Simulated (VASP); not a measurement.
Input of a VASP 6.6.1 run:

The input INCAR:

```
SYSTEM = ZnAg
  PREC = Accurate
  ENCUT = 500
  EDIFF = 1E-7
  ISMEAR = -1
  SIGMA = 0.1
  LREAL = .False.
  LASPH = .True.
  NELM = 120
  ALGO = Normal
  ISIF = 3
  LWAVE = .False.
  LCHARG = .False.
  GGA = CA
  IBRION = 2
  NSW = 80
  EDIFFG = -0.005
  PSTRESS = 200.0
  GGA_COMPAT = .False.
  NELMIN = 4
```

KPOINTS

```
Automatic mesh
0
Gamma
  10 10 10
  0 0 0
```

File POSCAR:

```
ZnAg
1.0
    3.1560000000      0.0000000000      0.0000000000
    0.0000000000      3.1560000000      0.0000000000
    0.0000000000      0.0000000000      3.1560000000
Zn Ag
1 1
Direct
    0.5000000000      0.5000000000      0.5000000000
    0.0000000000      0.0000000000      0.0000000000
```

Potentials or basis: VASP PAW LDA potentials, release 64 (Zn, Ag).

Command:

```console
$ cat potpaw_LDA.64/Zn/POTCAR potpaw_LDA.64/Ag/POTCAR > POTCAR
$ mpirun -np 1 vasp_std > vasp.out
```

(1) What does it give for the space group after relaxing (to 0.1 Å)?

(2) What does it give for the relaxed cell?

(3) Predict the relaxed volume.

Answers

(1) Pm-3m (No. 221).

(2) a = 2.967 Å, b = 2.967 Å, c = 2.967 Å, α = 90.00°, β = 90.00°, γ = 90.00°.

(3) 13.06 Å³/atom.

Caveat: the cell is relaxed towards a set pressure, so the run minimises the enthalpy, not the energy; the volume moved by over 15 % at a fixed basis, so the end points are rough.
